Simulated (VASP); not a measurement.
# C (Fd-3m) in VASP: a series of runs

The runs below take C through single point, relaxation of cell and atoms, with PBEsol.

All numbers are computed with VASP 6.6.1; they aren't measurements. Logs are shortened: lines on timing, memory, paths and dates and some standing lists are left out, and cuts for length are marked.

### Step 1. The cell of the first run

Symmetry: Fd-3m, No. 227, cubic system. Conventional cell: a = 3.530 Å, b = 3.530 Å, c = 3.530 Å, α = 90.00°, β = 90.00°, γ = 90.00°. Within 2.0 Å of C (site symmetry -43m) lie 4 C at 1.53 Å.

### Step 2. Single point, PBEsol (volume scaled by 0.98)

INCAR

```
SYSTEM = C
ALGO = Normal ; EDIFF = 1E-6
ENCUT = 520 ; GGA = PS
ISIF = 2 ; ISMEAR = 0
LASPH = .TRUE. ; LCHARG = .FALSE.
LREAL = .FALSE. ; LWAVE = .FALSE.
NBANDS = 11 ; NELM = 80
PREC = Accurate ; SIGMA = 0.01
```

KPOINTS

```
k-points
0
G
  12 12 12
  0 0 0
```

POSCAR

```
C
1.0
    0.0000000000      1.7649787203      1.7649787203
    1.7649787203      0.0000000000      1.7649787203
    1.7649787203      1.7649787203      0.0000000000
C
2
Direct
    0.5000000000      0.5000000000      0.5000000000
    0.7500000000      0.7500000000      0.7500000000
```

Potentials or basis: VASP PAW PBE potentials, release 64 (C).

On the command line:

```
$ cat potpaw_PBE.64/C/POTCAR > POTCAR
$ mpirun -np 1 vasp_std > vasp.out
```

OUTCAR:

```text
SYSTEM = C
   EDIFF = 1E-6
   ENCUT = 520
   GGA = PS
   ISIF = 2
   ISMEAR = 0
   LASPH = .TRUE.
   LREAL = .FALSE.
   NELM = 80
   PREC = Accurate

 ion  position               nearest neighbor table
   1  0.500  0.500  0.500-   2 1.53   2 1.53   2 1.53   2 1.53
   2  0.750  0.750  0.750-   1 1.53   1 1.53   1 1.53   1 1.53

  LATTYP: Found a face centered cubic cell.
 ALAT       =     3.5299574406

  Lattice vectors:

 A1 = (   0.0000000000,   1.7649787203,   1.7649787203)
 A2 = (   1.7649787203,   0.0000000000,   1.7649787203)
 A3 = (   1.7649787203,   1.7649787203,   0.0000000000)

Analysis of symmetry for initial positions (statically):
=====================================================================
 Subroutine PRICEL returns:
 Original cell was already a primitive cell.

 Routine SETGRP: Setting up the symmetry group for a
 face centered cubic supercell.

 Subroutine GETGRP returns: Found 48 space group operations
 (whereof 24 operations were pure point group operations)
 out of a pool of 48 trial point group operations.

The static configuration has the point symmetry T_d .
 The point group associated with its full space group is O_h .

Analysis of symmetry for dynamics (positions and initial velocities):
=====================================================================
 Subroutine PRICEL returns:
 Original cell was already a primitive cell.

 Routine SETGRP: Setting up the symmetry group for a
 face centered cubic supercell.

 Subroutine GETGRP returns: Found 48 space group operations
 (whereof 24 operations were pure point group operations)
 out of a pool of 48 trial point group operations.

The dynamic configuration has the point symmetry T_d .
 The point group associated with its full space group is O_h .

 Subroutine INISYM returns: Found 48 space group operations
 (whereof 24 operations are pure point group operations),
 and found     1 'primitive' translations

----------------------------------------------------------------------------------------

                                     Primitive cell

  volume of cell :      10.9963

  direct lattice vectors                    reciprocal lattice vectors
     0.000000000  1.764978720  1.764978720    -0.283289534  0.283289534  0.283289534
     1.764978720  0.000000000  1.764978720     0.283289534 -0.283289534  0.283289534
     1.764978720  1.764978720  0.000000000     0.283289534  0.283289534 -0.283289534

  length of vectors
     2.496056844  2.496056844  2.496056844     0.490671867  0.490671867  0.490671867

  position of ions in fractional coordinates (direct lattice)
     0.500000000  0.500000000  0.500000000
     0.750000000  0.750000000  0.750000000

  ion indices of the primitive-cell ions
   primitive index   ion index
                 1           1
                 2           2

----------------------------------------------------------------------------------------

 KPOINTS: k-points

Automatic generation of k-mesh.
 Grid dimensions read from file:
 generate k-points for:   12   12   12

 Generating k-lattice:

  Cartesian coordinates                     Fractional coordinates (reciprocal lattice)
    -0.023607461  0.023607461  0.023607461     0.083333333  0.000000000  0.000000000
     0.023607461 -0.023607461  0.023607461     0.000000000  0.083333333  0.000000000
     0.023607461  0.023607461 -0.023607461     0.000000000  0.000000000  0.083333333

  Length of vectors
     0.040889322  0.040889322  0.040889322

  Shift w.r.t. Gamma in fractional coordinates (k-lattice)
     0.000000000  0.000000000  0.000000000

 Subroutine IBZKPT returns following result:
 ===========================================

 Found     72 irreducible k-points:

 Following reciprocal coordinates:
            Coordinates               Weight
  0.000000  0.000000  0.000000      1.000000
  0.083333  0.000000  0.000000      8.000000
  0.166667  0.000000  0.000000      8.000000
  0.250000  0.000000  0.000000      8.000000
  0.333333  0.000000  0.000000      8.000000
  0.416667  0.000000  0.000000      8.000000
[... 16 lines left out ...]
  0.500000  0.166667  0.000000     24.000000
 -0.416667  0.166667  0.000000     24.000000
 [... further k-points ...]
   k-points           NKPTS =     72   k-points in BZ     NKDIM =     72   number of bands    NBANDS=     11
   number of dos      NEDOS =    301   number of ions     NIONS =      2
   total plane-waves  NPLWV =   8000
   dimension x,y,z NGX =    20 NGY =   20 NGZ =   20
   dimension x,y,z NGXF=    40 NGYF=   40 NGZF=   40
   ions per type =               2
   NGX,Y,Z   is equivalent  to a cutoff of  13.32, 13.32, 13.32 a.u.
   NGXF,Y,Z  is equivalent  to a cutoff of  26.64, 26.64, 26.64 a.u.
 SYSTEM =  C
   PREC   = accura    normal or accurate (medium, high low for compatibility)
   ISTART =      0    job   : 0-new  1-cont  2-samecut
   ICHARG =      2    charge: 1-file 2-atom 10-const
   ISPIN  =      1    spin polarized calculation?
   LNONCOLLINEAR =      F non collinear calculations
   LSORBIT =      F    spin-orbit coupling
   LASPH  =      T    aspherical Exc in radial PAW
   ENCUT  =  520.0 eV  38.22 Ry    6.18 a.u.   4.64  4.64  4.64*2*pi/ulx,y,z
   NELM   =     80;   NELMIN=  2; NELMDL= -5     # of ELM steps
   EDIFF  = 0.1E-05   stopping-criterion for ELM
   LREAL  =      F    real-space projection
   EDIFFG = 0.1E-04   stopping-criterion for IOM
   NSW    =      0    number of steps for IOM
   IBRION =     -1    ionic relax: 0-MD 1-quasi-New 2-CG
   NFREE  =      0    steps in history (QN), initial steepest desc. (CG)
   ISIF   =      2    stress and relaxation
   ISYM   =      2    0-nonsym 1-usesym 2-fastsym
   POTIM  = 0.5000    time-step for ionic-motion
   TEBEG  =    0.0;   TEEND  =   0.0 temperature during run
   PSTRESS=    0.0 pullay stress
   NELECT =       8.0000    total number of electrons
   NUPDOWN=      -1.0000    fix difference up-down
   EMIN   =  10.00;   EMAX   =-10.00  energy-range for DOS
   EFERMI =   0.00;   METHOD = LEGACY
   ISMEAR =     0;   SIGMA  =   0.01  broadening in eV -4-tet -1-fermi 0-gaus
   EFERMI_NEDOS =   21; number of points for ismear=-14 and -15
   IALGO  =     38    algorithm
   IMIX   =      4    mixing-type and parameters
     AMIX     =   0.40;   BMIX     =  1.00
     AMIX_MAG =   1.60;   BMIX_MAG =  1.00
  volume/ion in A,a.u.               =       5.50        37.10
  Fermi-wavevector in a.u.,A,eV,Ry     =   1.472387  2.782408 29.496396  2.167924
  Thomas-Fermi vector in A             =   2.587408
   LORBIT       =      0    0 simple, 1 ext, 2 COOP (PROOUT), +10 PAW based schemes
   GGA     = PS    functional components
   LHFCALC =     F    Hartree Fock is set to
   AEXX    =    0.0000 exact exchange contribution
   IVDW    =     0    specifies the selected vdW correction
   LEPSILON=     F    determine dielectric tensor
   LRPA    =     F    only Hartree local field effects (RPA)
 non-spin polarized calculation
 Gauss-broadening in eV      SIGMA  =   0.01
  energy-cutoff  :      520.00
  volume of cell :       11.00
 maximum number of plane-waves:       307
   NGX =  9   NGY =  9   NGZ =  9

 number of electron       7.9999999 magnetization

 Free energy of the ion-electron system (eV)
  ---------------------------------------------------
  ext. energy  EPLUGINS =         0.00000000
  ---------------------------------------------------
  free energy    TOTEN  =       -19.24129518 eV

  energy without entropy =      -19.24129518  energy(sigma->0) =      -19.24129518

 E-fermi :  10.3108     XC(G=0): -13.5869

 val. band max:       10.1643671056   @ k =   0.0000   0.0000   0.0000
 cond. band min:      14.2723519300   @ k =   0.3333   0.3333   0.0000
 fundamental gap:      4.1079848244
 Fermi energy:        10.3108192413

 k-point     1 :       0.0000    0.0000    0.0000
  band No.  band energies     occupation
      1     -11.7802      2.00000
      2      10.1644      2.00000
      3      10.1644      2.00000
      4      10.1644      2.00000
      5      15.7892      0.00000
      6      15.7892      0.00000
      7      15.7892      0.00000
      8      24.2486      0.00000
      9      29.5276      0.00000
     10      36.9795      0.00000
     11      36.9795      0.00000

 k-point     2 :       0.0833    0.0000    0.0000
  band No.  band energies     occupation
      1     -11.5832      2.00000
      2       8.8980      2.00000
      3       9.8273      2.00000
      4       9.8273      2.00000
      5      16.2304      0.00000
      6      16.2304      0.00000
      7      16.5467      0.00000
      8      24.3791      0.00000
      9      29.8574      0.00000
     10      34.6945      0.00000
     11      34.6945      0.00000

 k-point     3 :       0.1667    0.0000    0.0000
  band No.  band energies     occupation
      1     -10.9945      2.00000
      2       6.2988      2.00000
      3       9.1000      2.00000
      4       9.1000      2.00000
      5      17.1804      0.00000
      6      17.1804      0.00000
      7      17.7200      0.00000
      8      24.7455      0.00000
      9      30.5459      0.00000
     10      33.0513      0.00000
     11      33.0513      0.00000

 k-point     4 :       0.2500    0.0000    0.0000
  band No.  band energies     occupation
      1     -10.0218      2.00000
      2       3.3916      2.00000
      3       8.3544      2.00000
      4       8.3544      2.00000
      5      18.0510      0.00000
      6      18.0510      0.00000
      7      18.5687      0.00000
      8      25.2423      0.00000
      9      31.0042      0.00000
     10      32.6388      0.00000
     11      32.6388      0.00000
[... 239 lines left out ...]
 k-point    22 :       0.4167    0.1667    0.0000
  band No.  band energies     occupation
      1      -7.4950      2.00000
      2       0.1363      2.00000
      3       5.7854      2.00000
      4       5.9596      2.00000
      5      16.8541      0.00000
      6      21.3418      0.00000
      7      21.6240      0.00000
      8      22.9792      0.00000
      9      31.4137      0.00000
     10      33.0706      0.00000
     11      37.8507      0.00000

 k-point    23 :       0.5000    0.1667    0.0000
  band No.  band energies     occupation
      1      -5.8404      2.00000
      2      -2.1936      2.00000
      3       5.0405      2.00000
      4       6.0536      2.00000
      5      17.2638      0.00000
      6      21.0452      0.00000
      7      21.7763      0.00000
      8      24.6404      0.00000
      9      30.4726      0.00000
     10      34.4420      0.00000
     11      37.0316      0.00000

 k-point    24 :      -0.4167    0.1667    0.0000
  band No.  band energies     occupation
      1      -5.3726      2.00000
      2      -2.7506      2.00000
      3       4.5329      2.00000
      4       6.4482      2.00000
      5      17.7142      0.00000
      6      20.5379      0.00000
      7      21.7509      0.00000
      8      25.8749      0.00000
      9      29.7573      0.00000
     10      34.5343      0.00000
     11      35.1663      0.00000

 [... further k-points ...]
[... 5 lines left out ...]
  --------------------------------------------------------------------------------------
  -------------------------------------------------------------------------------------
  Total        0.7299125      0.7299125      0.7299125      0.0000000      0.0000000     -0.0000000
  in kB      106.3488869    106.3488869    106.3488869      0.0000000      0.0000000     -0.0000000
  external PRESSURE =     106.3488869 kB  Pullay stress =       0.0000000 kB

 VOLUME and BASIS-vectors are now :
 -----------------------------------------------------------------------------
  energy-cutoff  :      520.00
  volume of cell :       11.00
      direct lattice vectors                 reciprocal lattice vectors
     0.000000000  1.764978720  1.764978720    -0.283289534  0.283289534  0.283289534
     1.764978720  0.000000000  1.764978720     0.283289534 -0.283289534  0.283289534
     1.764978720  1.764978720  0.000000000     0.283289534  0.283289534 -0.283289534

 POSITION                                       TOTAL-FORCE (eV/Angst)
 -----------------------------------------------------------------------------------
      1.76498      1.76498      1.76498        -0.000000     -0.000000     -0.000000
      2.64747      2.64747      2.64747         0.000000      0.000000      0.000000
 -----------------------------------------------------------------------------------
    total drift:                                0.000000     -0.000000      0.000000

  FREE ENERGIE OF THE ION-ELECTRON SYSTEM (eV)
  ---------------------------------------------------
  free  energy   TOTEN  =       -19.2412951802 eV

  energy  without entropy=      -19.2412951802  energy(sigma->0) =      -19.24129518
```

It took 5.5 s on 1 thread of Intel Xeon Platinum 8488C (Sapphire Rapids), shared host; peak memory 0.12 GiB.

Results:

- Free energy: -19.2413 eV
- Pressure: 10.6 GPa
- Band gap on the k mesh: 4.11 eV, indirect (least direct gap 5.62 eV)

Levels at points of the mesh, in eV from the valence-band top:
```
           k point  band 1  band 2  band 3  band 4  band 5  band 6  band 7  band 8  band 9
(0.00, 0.00, 0.00)  -21.94    0.00    0.00    0.00    5.62    5.62    5.62   14.08   19.36
(0.50, 0.00, 0.00)  -15.93  -13.82   -2.89   -2.89    8.51    8.51    9.27   15.77   22.11
(0.50, 0.50, 0.00)  -13.00  -13.00   -6.53   -6.53    4.67    4.67   17.26   17.26   23.67
```

Caveat: the cell differs from its parent crystal (volume scaled by 0.98); the PAW data sets were made with another functional, which shifts forces and pressure a little. A k mesh can miss the band edges.

### Step 3. Single point, PBEsol

This run uses another cell than the first one, of 5.61 Å³/atom, 1.020 times its volume.

INCAR

```
PREC     = Accurate       # precision mode
ENCUT    = 520            # plane-wave cutoff, eV
EDIFF    = 1E-6           # SCF threshold, eV
ISMEAR   = 0              # smearing method
SIGMA    = 0.01           # smearing width, eV
LREAL    = F              # projectors in reciprocal space
LASPH    = T              # aspherical terms in the spheres
NELM     = 80             # most SCF steps
ALGO     = Normal         # electronic algorithm
ISIF     = 2              # what is computed and relaxed
LWAVE    = F              # write WAVECAR
LCHARG   = F              # write CHGCAR
GGA      = PS             # functional
NBANDS   = 11             # bands
```

KPOINTS

```
Automatic mesh
0
Gamma
  12 12 12
```

POSCAR

```
C
1.0
    0.0000000000      1.7769046140      1.7769046140
    1.7769046140      0.0000000000      1.7769046140
    1.7769046140      1.7769046140      0.0000000000
C
2
Direct
    0.5000000000      0.5000000000      0.5000000000
    0.7500000000      0.7500000000      0.7500000000
```

Potentials or basis: VASP PAW PBE potentials, release 64 (C).

On the command line:

```
$ cat potpaw_PBE.64/C/POTCAR > POTCAR
$ mpirun -np 1 vasp_std > vasp.out
```

Wall time 5 s (1 thread of Intel Xeon Platinum 8488C (Sapphire Rapids), shared host); peak memory 0.12 GiB.

Results (log left out):

```yaml
Free_energy: -19.2497 eV
Pressure: 1.1 GPa
Band_gap_on_the_k_mesh: 4.06 eV, indirect (least direct gap 5.57 eV)
```

Levels at points of the mesh, in eV from the valence-band top:
| k point | band 1 | band 2 | band 3 | band 4 | band 5 | band 6 | band 7 | band 8 | band 9 |
| --- | --- | --- | --- | --- | --- | --- | --- | --- | --- |
| (0.00, 0.00, 0.00) | -21.67 | 0.00 | 0.00 | 0.00 | 5.57 | 5.57 | 5.57 | 13.62 | 19.10 |
| (0.50, 0.00, 0.00) | -15.77 | -13.59 | -2.84 | -2.84 | 8.43 | 8.43 | 8.99 | 15.59 | 21.81 |
| (0.50, 0.50, 0.00) | -12.85 | -12.85 | -6.40 | -6.40 | 4.62 | 4.62 | 16.95 | 16.95 | 23.29 |

Caveat: the PAW data sets were made with another functional, which shifts forces and pressure a little.

### Step 4. Single point, PBEsol (volume scaled by 1.02)

INCAR

```
SYSTEM = C
  PREC = Accurate
  ENCUT = 520
  EDIFF = 1E-7
  ISMEAR = 0
  SIGMA = 0.01
  LREAL = .False.
  LASPH = .True.
  NELM = 100
  ALGO = Normal
  ISIF = 2
  LWAVE = .False.
  LCHARG = .False.
  GGA = PS
  NBANDS = 11
```

KPOINTS

```
regular mesh
0
Gamma
  12 12 12
  0 0 0
```

POSCAR

```
C
1.0
    0.0000000000      1.7886725372      1.7886725372
    1.7886725372      0.0000000000      1.7886725372
    1.7886725372      1.7886725372      0.0000000000
C
2
Direct
    0.5000000000      0.5000000000      0.5000000000
    0.7500000000      0.7500000000      0.7500000000
```

On the command line:

```
$ cat potpaw_PBE.64/C/POTCAR > POTCAR
$ mpirun -np 1 vasp_std > vasp.out
```

Run time: 6 s. Hardware: 1 thread of Intel Xeon Platinum 8488C (Sapphire Rapids), shared host; peak memory 0.12 GiB.

It converged, with:

- Free energy: -19.2454 eV
- Pressure: -7.6 GPa
- Band gap on the k mesh: 4.01 eV, indirect (least direct gap 5.51 eV)

Levels at points of the mesh, in eV from the valence-band top:
```csv
k point,band 1,band 2,band 3,band 4,band 5,band 6,band 7,band 8
"(0.00, 0.00, 0.00)",-21.40,0.00,0.00,0.00,5.51,5.51,5.51,13.17
"(0.50, 0.00, 0.00)",-15.62,-13.37,-2.79,-2.79,8.35,8.35,8.72,15.41
"(0.50, 0.50, 0.00)",-12.71,-12.71,-6.28,-6.28,4.58,4.58,16.65,16.65
```

Caveat: the cell differs from its parent crystal (volume scaled by 1.02); the PAW data sets were made with another functional, which shifts forces and pressure a little.

(Continued in part 2 of 2.)
